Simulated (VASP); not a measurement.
A run of VASP 6.6.1:

INCAR

```
  ALGO = Normal
  EDIFF = 1E-6
  ENCUT = 600
  GGA = PE
  GGA_COMPAT = False
  ISIF = 2
  ISMEAR = 0
  LASPH = True
  LCHARG = False
  LREAL = False
  LWAVE = False
  NBANDS = 25
  NELM = 120
  PREC = Accurate
  SIGMA = 0.1
```

Contents of KPOINTS:

```
k-points
0
Gamma
  6 6 4
```

Contents of POSCAR:

```
GaC
1.0
    3.4165663148      0.0000000000      0.0000000000
   -1.7082831574      2.9588332223      0.0000000000
    0.0000000000      0.0000000000      5.4715131321
Ga C
2 2
Direct
    0.3333333333      0.6666666667      0.0000000000
    0.6666666667      0.3333333333      0.5000000000
    0.3333333333      0.6666666667      0.3821000000
    0.6666666667      0.3333333333      0.8821000000
```

Potentials or basis: VASP PAW PBE potentials, release 64 (Ga_d, C).

Command:

```bash
$ cat potpaw_PBE.64/Ga_d/POTCAR potpaw_PBE.64/C/POTCAR > POTCAR
$ mpirun -np 1 vasp_std > vasp.out
```

Hardware: 1 thread of Intel(R) Xeon(R) 6975P-C (Granite Rapids), with other jobs on the host.

How long does it take, and how much memory?

It took 18 s on 1 thread of Intel(R) Xeon(R) 6975P-C (Granite Rapids), with other jobs on the host, peak memory 0.18 GiB. Counts: scf iterations 13, k points 21.
